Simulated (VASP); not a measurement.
# Tl (P6_3/mmc) in VASP: a series of runs

The runs below take Tl through single point, with PBE.

Everything below comes from runs of VASP 6.6.1. Logs are shortened: lines on timing, memory, paths and dates and some standing lists are left out, and cuts for length are marked.

## Step 1: The cell of the first run

The structure is hexagonal, space group P6_3/mmc (No. 194). Conventional cell: a = 3.590 Å, b = 3.590 Å, c = 5.642 Å, α = 90.00°, β = 90.00°, γ = 120.00°. Tl (site symmetry -6m2) has 12 Tl at 3.50 to 3.59 Å within 4.6 Å.

## Step 2: Single point, PBE

File INCAR:

```
SYSTEM = Tl
  PREC = Accurate
  ENCUT = 520
  EDIFF = 1E-6
  ISMEAR = 0
  SIGMA = 0.01
  LREAL = .FALSE.
  LASPH = .TRUE.
  NELM = 80
  ALGO = Normal
  ISIF = 2
  LWAVE = .FALSE.
  LCHARG = .TRUE.
  GGA = PE
  LELF = .TRUE.
  LVHAR = .TRUE.
  NBANDS = 20
```

File KPOINTS:

```
regular mesh
0
G
  10 10 6
  0 0 0
```

File POSCAR:

```
Tl
1.0
    3.5902820628      0.0000000000      0.0000000000
   -1.7951410314      3.1092754731      0.0000000000
    0.0000000000      0.0000000000      5.6419406004
Tl
2
Direct
    0.3333333333      0.6666666667      0.2500000000
    0.6666666667      0.3333333333      0.7500000000
```

Potentials or basis: VASP PAW PBE potentials, release 64 (Tl_d).

The run is started by

```console
cat potpaw_PBE.64/Tl_d/POTCAR > POTCAR
mpirun -np 1 vasp_std > vasp.out
```

OUTCAR:

```text
SYSTEM = Tl
   PREC = Accurate
   ENCUT = 520
   EDIFF = 1E-6
   ISMEAR = 0
   LREAL = .FALSE.
   LASPH = .TRUE.
   NELM = 80
   ISIF = 2
   GGA = PE

 ion  position               nearest neighbor table
   1  0.333  0.667  0.250-   2 3.50   2 3.50   2 3.50   2 3.50   2 3.50   2 3.50
   2  0.667  0.333  0.750-   1 3.50   1 3.50   1 3.50   1 3.50   1 3.50   1 3.50

  LATTYP: Found a hexagonal cell.
 ALAT       =     3.5902820628
 C/A-ratio  =     1.5714477308

  Lattice vectors:

 A1 = (   3.5902820628,   0.0000000000,   0.0000000000)
 A2 = (  -1.7951410314,   3.1092754731,   0.0000000000)
 A3 = (   0.0000000000,   0.0000000000,   5.6419406004)

Analysis of symmetry for initial positions (statically):
=====================================================================
 Subroutine PRICEL returns:
 Original cell was already a primitive cell.

 Routine SETGRP: Setting up the symmetry group for a
 hexagonal supercell.

 Subroutine GETGRP returns: Found 24 space group operations
 (whereof 12 operations were pure point group operations)
 out of a pool of 24 trial point group operations.

The static configuration has the point symmetry D_3d.
 The point group associated with its full space group is D_6h.

Analysis of symmetry for dynamics (positions and initial velocities):
=====================================================================
 Subroutine PRICEL returns:
 Original cell was already a primitive cell.

 Routine SETGRP: Setting up the symmetry group for a
 hexagonal supercell.

 Subroutine GETGRP returns: Found 24 space group operations
 (whereof 12 operations were pure point group operations)
 out of a pool of 24 trial point group operations.

The dynamic configuration has the point symmetry D_3d.
 The point group associated with its full space group is D_6h.

 Subroutine INISYM returns: Found 24 space group operations
 (whereof 12 operations are pure point group operations),
 and found     1 'primitive' translations

----------------------------------------------------------------------------------------

                                     Primitive cell

  volume of cell :      62.9820

  direct lattice vectors                    reciprocal lattice vectors
     3.590282063  0.000000000  0.000000000     0.278529648  0.160809167  0.000000000
    -1.795141031  3.109275473  0.000000000     0.000000000  0.321618335  0.000000000
     0.000000000  0.000000000  5.641940600     0.000000000  0.000000000  0.177243979

  length of vectors
     3.590282063  3.590282063  5.641940600     0.321618335  0.321618335  0.177243979

  position of ions in fractional coordinates (direct lattice)
     0.333333333  0.666666667  0.250000000
     0.666666667  0.333333333  0.750000000

  ion indices of the primitive-cell ions
   primitive index   ion index
                 1           1
                 2           2

----------------------------------------------------------------------------------------

 KPOINTS: regular mesh

Automatic generation of k-mesh.
 Grid dimensions read from file:
 generate k-points for:   10   10    6

 Generating k-lattice:

  Cartesian coordinates                     Fractional coordinates (reciprocal lattice)
     0.027852965  0.016080917  0.000000000     0.100000000  0.000000000  0.000000000
     0.000000000  0.032161833  0.000000000     0.000000000  0.100000000  0.000000000
     0.000000000  0.000000000  0.029540663     0.000000000  0.000000000  0.166666667

  Length of vectors
     0.032161833  0.032161833  0.029540663

  Shift w.r.t. Gamma in fractional coordinates (k-lattice)
     0.000000000  0.000000000  0.000000000

 Subroutine IBZKPT returns following result:
 ===========================================

 Found     56 irreducible k-points:

 Following reciprocal coordinates:
            Coordinates               Weight
  0.000000  0.000000  0.000000      1.000000
  0.100000 -0.000000  0.000000      6.000000
  0.200000 -0.000000  0.000000      6.000000
  0.300000  0.000000  0.000000      6.000000
  0.400000  0.000000  0.000000      6.000000
  0.500000  0.000000  0.000000      3.000000
[... 16 lines left out ...]
  0.300000  0.100000  0.166667     24.000000
  0.400000  0.100000  0.166667     24.000000
 [... further k-points ...]
   k-points           NKPTS =     56   k-points in BZ     NKDIM =     56   number of bands    NBANDS=     20
   number of dos      NEDOS =    301   number of ions     NIONS =      2
   total plane-waves  NPLWV =  32928
   dimension x,y,z NGX =    28 NGY =   28 NGZ =   42
   dimension x,y,z NGXF=    56 NGYF=   56 NGZF=   84
   ions per type =               2
   NGX,Y,Z   is equivalent  to a cutoff of  12.97, 12.97, 12.38 a.u.
   NGXF,Y,Z  is equivalent  to a cutoff of  25.93, 25.93, 24.75 a.u.
 SYSTEM =  Tl
   PREC   = accura    normal or accurate (medium, high low for compatibility)
   ISTART =      0    job   : 0-new  1-cont  2-samecut
   ICHARG =      2    charge: 1-file 2-atom 10-const
   ISPIN  =      1    spin polarized calculation?
   LNONCOLLINEAR =      F non collinear calculations
   LSORBIT =      F    spin-orbit coupling
   LASPH  =      T    aspherical Exc in radial PAW
   ENCUT  =  520.0 eV  38.22 Ry    6.18 a.u.   6.68  6.68 10.49*2*pi/ulx,y,z
   NELM   =     80;   NELMIN=  2; NELMDL= -5     # of ELM steps
   EDIFF  = 0.1E-05   stopping-criterion for ELM
   LREAL  =      F    real-space projection
   EDIFFG = 0.1E-04   stopping-criterion for IOM
   NSW    =      0    number of steps for IOM
   IBRION =     -1    ionic relax: 0-MD 1-quasi-New 2-CG
   NFREE  =      0    steps in history (QN), initial steepest desc. (CG)
   ISIF   =      2    stress and relaxation
   ISYM   =      2    0-nonsym 1-usesym 2-fastsym
   POTIM  = 0.5000    time-step for ionic-motion
   TEBEG  =    0.0;   TEEND  =   0.0 temperature during run
   PSTRESS=    0.0 pullay stress
   NELECT =      26.0000    total number of electrons
   NUPDOWN=      -1.0000    fix difference up-down
   EMIN   =  10.00;   EMAX   =-10.00  energy-range for DOS
   EFERMI =   0.00;   METHOD = LEGACY
   ISMEAR =     0;   SIGMA  =   0.01  broadening in eV -4-tet -1-fermi 0-gaus
   EFERMI_NEDOS =   21; number of points for ismear=-14 and -15
   IALGO  =     38    algorithm
   IMIX   =      4    mixing-type and parameters
     AMIX     =   0.40;   BMIX     =  1.00
     AMIX_MAG =   1.60;   BMIX_MAG =  1.00
  volume/ion in A,a.u.               =      31.49       212.51
  Fermi-wavevector in a.u.,A,eV,Ry     =   1.218972  2.303524 20.216810  1.485894
  Thomas-Fermi vector in A             =   2.354240
   LORBIT       =      0    0 simple, 1 ext, 2 COOP (PROOUT), +10 PAW based schemes
   GGA     = PE    functional components
   LHFCALC =     F    Hartree Fock is set to
   AEXX    =    0.0000 exact exchange contribution
   IVDW    =     0    specifies the selected vdW correction
   LEPSILON=     F    determine dielectric tensor
   LRPA    =     F    only Hartree local field effects (RPA)
 non-spin polarized calculation
 Gauss-broadening in eV      SIGMA  =   0.01
  energy-cutoff  :      520.00
  volume of cell :       62.98
 maximum number of plane-waves:      1731
 NGX is ok and might be reduce to    28
   NGX = 13   NGY = 13   NGZ = 21

 number of electron      26.0000008 magnetization

 Free energy of the ion-electron system (eV)
  ---------------------------------------------------
  ext. energy  EPLUGINS =         0.00000000
  ---------------------------------------------------
  free energy    TOTEN  =        -4.45244338 eV

  energy without entropy =       -4.45228388  energy(sigma->0) =       -4.45236363

 E-fermi :   5.6807     XC(G=0):  -9.7157

 val. band max:        5.6704397851   @ k =   0.3000   0.1000   0.5000
 cond. band min:       5.6909336475   @ k =   0.3000   0.2000   0.3333
 fundamental gap:      0.0204938624
 Fermi energy:         5.6806657233

 k-point     1 :       0.0000    0.0000    0.0000
  band No.  band energies     occupation
      1      -6.0128      2.00000
      2      -5.8462      2.00000
      3      -5.8457      2.00000
      4      -5.8457      2.00000
      5      -5.8032      2.00000
      6      -5.8032      2.00000
[... 12 lines left out ...]
     19      15.6596      0.00000
     20      15.9869      0.00000

 k-point     2 :       0.1000   -0.0000    0.0000
  band No.  band energies     occupation
      1      -5.9935      2.00000
      2      -5.8836      2.00000
      3      -5.8138      2.00000
      4      -5.8064      2.00000
      5      -5.7948      2.00000
      6      -5.7903      2.00000
[... 12 lines left out ...]
     19      15.8400      0.00000
     20      16.6207      0.00000

 k-point     3 :       0.2000   -0.0000    0.0000
  band No.  band energies     occupation
      1      -6.0023      2.00000
      2      -5.8790      2.00000
      3      -5.8414      2.00000
      4      -5.8236      2.00000
      5      -5.8050      2.00000
      6      -5.7297      2.00000
[... 12 lines left out ...]
     19      14.7698      0.00000
     20      16.6461      0.00000

 k-point     4 :       0.3000    0.0000    0.0000
  band No.  band energies     occupation
      1      -6.0585      2.00000
      2      -5.9152      2.00000
      3      -5.8872      2.00000
      4      -5.8635      2.00000
      5      -5.7599      2.00000
      6      -5.6443      2.00000
[... 12 lines left out ...]
     19      14.0285      0.00000
     20      15.7692      0.00000

 k-point     5 :       0.4000    0.0000    0.0000
  band No.  band energies     occupation
      1      -6.1065      2.00000
      2      -5.9808      2.00000
      3      -5.9151      2.00000
      4      -5.8934      2.00000
      5      -5.7122      2.00000
      6      -5.6837      2.00000
[... 12 lines left out ...]
     19      13.4322      0.00000
     20      15.2362      0.00000

 k-point     6 :       0.5000    0.0000    0.0000
  band No.  band energies     occupation
      1      -6.1248      2.00000
      2      -6.0066      2.00000
      3      -5.9274      2.00000
      4      -5.9044      2.00000
      5      -5.6969      2.00000
      6      -5.6946      2.00000
[... 12 lines left out ...]
     19      13.2147      0.00000
     20      15.0574      0.00000

 k-point     7 :       0.1000    0.1000    0.0000
  band No.  band energies     occupation
      1      -5.9704      2.00000
      2      -5.9143      2.00000
      3      -5.8239      2.00000
      4      -5.8139      2.00000
      5      -5.7926      2.00000
      6      -5.7616      2.00000
[... 12 lines left out ...]
     19      15.6237      0.00000
     20      16.5287      0.00000
[... 277 lines left out ...]
 k-point    20 :       0.5000    0.0000    0.1667
  band No.  band energies     occupation
      1      -6.1068      2.00000
      2      -6.0432      2.00000
      3      -5.9084      2.00000
      4      -5.8766      2.00000
      5      -5.7782      2.00000
      6      -5.6566      2.00000
[... 12 lines left out ...]
     19      13.3101      0.00000
     20      14.5760      0.00000

 k-point    21 :       0.1000    0.1000    0.1667
  band No.  band energies     occupation
      1      -5.9649      2.00000
      2      -5.9065      2.00000
      3      -5.8558      2.00000
      4      -5.8219      2.00000
      5      -5.8044      2.00000
      6      -5.7530      2.00000
[... 12 lines left out ...]
     19      15.5482      0.00000
     20      16.0835      0.00000

 k-point    22 :       0.2000    0.1000    0.1667
  band No.  band energies     occupation
      1      -5.9923      2.00000
      2      -5.9169      2.00000
      3      -5.8804      2.00000
      4      -5.8439      2.00000
      5      -5.7837      2.00000
      6      -5.6881      2.00000
[... 12 lines left out ...]
     19      15.1982      0.00000
     20      15.8589      0.00000

 k-point    23 :       0.3000    0.1000    0.1667
  band No.  band energies     occupation
      1      -6.0406      2.00000
      2      -5.9807      2.00000
      3      -5.8773      2.00000
      4      -5.8708      2.00000
      5      -5.7541      2.00000
      6      -5.6940      2.00000
[... 12 lines left out ...]
     19      14.7605      0.00000
     20      15.1258      0.00000

 k-point    24 :       0.4000    0.1000    0.1667
  band No.  band energies     occupation
      1      -6.0682      2.00000
      2      -6.0303      2.00000
      3      -5.8897      2.00000
      4      -5.8722      2.00000
      5      -5.7778      2.00000
      6      -5.6620      2.00000
[... 12 lines left out ...]
     19      14.5311      0.00000
     20      14.7634      0.00000

 [... further k-points ...]
[... 5 lines left out ...]
  --------------------------------------------------------------------------------------
  -------------------------------------------------------------------------------------
  Total       -0.0586792     -0.0586792      0.0391859     -0.0000000     -0.0000000     -0.0000000
  in kB       -1.4927207     -1.4927207      0.9968381     -0.0000000     -0.0000000     -0.0000000
  external PRESSURE =      -0.6628678 kB  Pullay stress =       0.0000000 kB

 VOLUME and BASIS-vectors are now :
 -----------------------------------------------------------------------------
  energy-cutoff  :      520.00
  volume of cell :       62.98
      direct lattice vectors                 reciprocal lattice vectors
     3.590282063  0.000000000  0.000000000     0.278529648  0.160809167  0.000000000
    -1.795141031  3.109275473  0.000000000     0.000000000  0.321618335  0.000000000
     0.000000000  0.000000000  5.641940600     0.000000000  0.000000000  0.177243979

 POSITION                                       TOTAL-FORCE (eV/Angst)
 -----------------------------------------------------------------------------------
     -0.00000      2.07285      1.41049         0.000000     -0.000000      0.000000
      1.79514      1.03643      4.23146        -0.000000      0.000000      0.000000
 -----------------------------------------------------------------------------------
    total drift:                               -0.000000      0.000000      0.000000

  FREE ENERGIE OF THE ION-ELECTRON SYSTEM (eV)
  ---------------------------------------------------
  free  energy   TOTEN  =        -4.4524433798 eV

  energy  without entropy=       -4.4522838793  energy(sigma->0) =       -4.45236363
```

It took 38 s on 1 thread of Intel Xeon Platinum 8259CL at 2.50GHz (Skylake/Cascade Lake), shared host; peak memory 0.2 GiB.

Results:

```
Free energy            : -4.4524 eV
Pressure               : -0.1 GPa
Band gap on the k mesh : zero (bands 13 and 14 overlap by 5.28 eV)
```

Caveat: spin-orbit coupling is left out, which moves the levels of the heavy elements.

(Part 1 of 2 ends here.)
